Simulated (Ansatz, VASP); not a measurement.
**SiC in VASP and in Ansatz**

The input INCAR:

```
ALGO = Normal
EDIFF = 1E-6
ENCUT = 600
GGA = PE
GGA_COMPAT = F
ISIF = 2
ISMEAR = 0
LASPH = T
LCHARG = F
LREAL = F
LWAVE = F
NBANDS = 11
NELM = 120
PREC = Accurate
SIGMA = 0.05
```

Contents of KPOINTS:

```
k-points
0
Gamma
  10 10 10
```

File POSCAR:

```
SiC
1.0
    0.0000000000      2.2336558669      2.2446051603
    2.0913150518      0.0000000000      2.2446051603
    2.0913150518      2.2336558669      0.0000000000
Si C
1 1
Direct
    0.0000000000      0.0000000000      0.0000000000
    0.7500000000      0.7500000000      0.7500000000
```

Input for Ansatz:

```yaml
crystal:
  lattice:
    - [0.0, 2.2336558669, 2.2446051603]
    - [2.0913150518, 0.0, 2.2446051603]
    - [2.0913150518, 2.2336558669, 0.0]
  atoms:
    - { symbol: Si, position: [0.0, 0.0, 0.0] }
    - { symbol: C, position: [0.75, 0.75, 0.75] }
basis:
  ecutwfc: 520.0
kpoints:
  mp_grid: { grid: [10, 10, 10] }
hamiltonian:
  xc: pbe
scf:
  occupations: { method: gaussian, width: 0.05 }
output:
  forces: true
  stress: true
  eigenvalues: true
```

Change from the starting cell: strain +e along x and -e along y -0.0350, strain +e along z and -e/2 along x and y +0.0200.

Alike in both runs: task single point; functional PBE; k mesh 10 × 10 × 10; occupations gaussian, width 0.05 eV; no spin polarisation.

|  | VASP | Ansatz |
| --- | --- | --- |
| version | VASP 6.6.1 | Ansatz 0.2.0 |
| potentials or method | VASP PAW PBE potentials, release 64 (Si, C), cutoff 600 eV | scalar-relativistic, plane waves, PAW |
| valence electrons in the cell | 8 | 8 |

Ansatz gave:

```
gap on the k mesh at the Fermi level (eV)                     : 0.71
least direct gap on the mesh (eV)                             : 4.45
pressure (GPa)                                                : 0.0
traceless stress, the component that is largest in VASP (GPa) : 10.10
```

Estimate VASP's values.

gap on the k mesh at the Fermi level (eV): 0.71; least direct gap on the mesh (eV): 4.45; pressure (GPa): -0.2; traceless stress, the component that is largest in VASP (GPa): 10.13.

With one functional, cell and mesh, what is left measures potentials, basis and numerics.
